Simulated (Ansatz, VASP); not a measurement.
## One calculation of SiPdC, two programs

INCAR

```
SYSTEM = SiPdC
PREC     = Accurate       ! precision mode
ENCUT    = 520            ! plane-wave cutoff, eV
EDIFF    = 1E-6           ! SCF threshold, eV
ISMEAR   = 0              ! smearing method
SIGMA    = 0.1            ! smearing width, eV
LREAL    = .False.        ! projectors in reciprocal space
LASPH    = .True.         ! aspherical terms in the spheres
NELM     = 80             ! most SCF steps
ALGO     = Normal         ! electronic algorithm
ISIF     = 2              ! what is computed and relaxed
LWAVE    = .False.        ! write WAVECAR
LCHARG   = .False.        ! write CHGCAR
GGA      = PE             ! functional
NBANDS   = 27             ! bands
```

The input KPOINTS:

```
regular mesh
0
Gamma
  6 6 4
  0 0 0
```

The input POSCAR:

```
SiPdC
1.0
    3.3756121144      0.0000000000      0.0000000000
    0.0000000000      3.3756121144      0.0000000000
    0.0000000000      0.0000000000      5.8238040877
Si Pd C
2 2 2
Direct
    0.5000000000      0.0000000000      0.2305000000
    0.0000000000      0.5000000000      0.7695000000
    0.5000000000      0.0000000000      0.6480000000
    0.0000000000      0.5000000000      0.3520000000
    0.0000000000      0.0000000000      0.0000000000
    0.5000000000      0.5000000000      0.0000000000
```

Input for Ansatz:

```yaml
crystal:
  lattice:
    - [3.3756121144, 0.0, 0.0]
    - [0.0, 3.3756121144, 0.0]
    - [0.0, 0.0, 5.8238040877]
  atoms:
    - { symbol: Si, position: [0.5, 0.0, 0.2305] }
    - { symbol: Si, position: [0.0, 0.5, 0.7695] }
    - { symbol: Pd, position: [0.5, 0.0, 0.648] }
    - { symbol: Pd, position: [0.0, 0.5, 0.352] }
    - { symbol: C, position: [0.0, 0.0, 0.0] }
    - { symbol: C, position: [0.5, 0.5, 0.0] }
basis:
  ecutwfc: 420
kpoints:
  mp_grid: { grid: [6, 6, 4] }
hamiltonian:
  xc: pbe
scf:
  occupations: { method: gaussian, width: 0.1 }
  lower_state_search: "off"
output:
  forces: true
  stress: true
  eigenvalues: true
```

Alike in both runs: task single point; functional PBE; k mesh 6 × 6 × 4; occupations gaussian, width 0.1 eV; no spin polarisation.

|  | VASP | Ansatz |
| --- | --- | --- |
| version | VASP 6.6.1 | Ansatz 0.2.0 |
| potentials or method | VASP PAW PBE potentials, release 64 (Si, Pd, C), cutoff 520 eV | scalar-relativistic, plane waves, PAW |
| valence electrons in the cell | 36 | 52 |

```csv
,VASP,Ansatz,Ansatz less VASP
gap on the k mesh at the Fermi level (eV),none,none,-
pressure (GPa),13.8,13.7,-0.17
"traceless stress, the component that is largest in VASP (GPa)",-5.35,-5.27,+0.086
rms of the force components (eV/Å),1.258,1.258,-0.0005
```

Atom by atom the forces differ by 0.001 eV/Å (rms over components). A gap of «none» marks a metal or a gap that the smearing closes. VASP's potentials hold 36 valence electrons a cell and Ansatz's 52, so a difference there can come from the potentials and not from the codes.
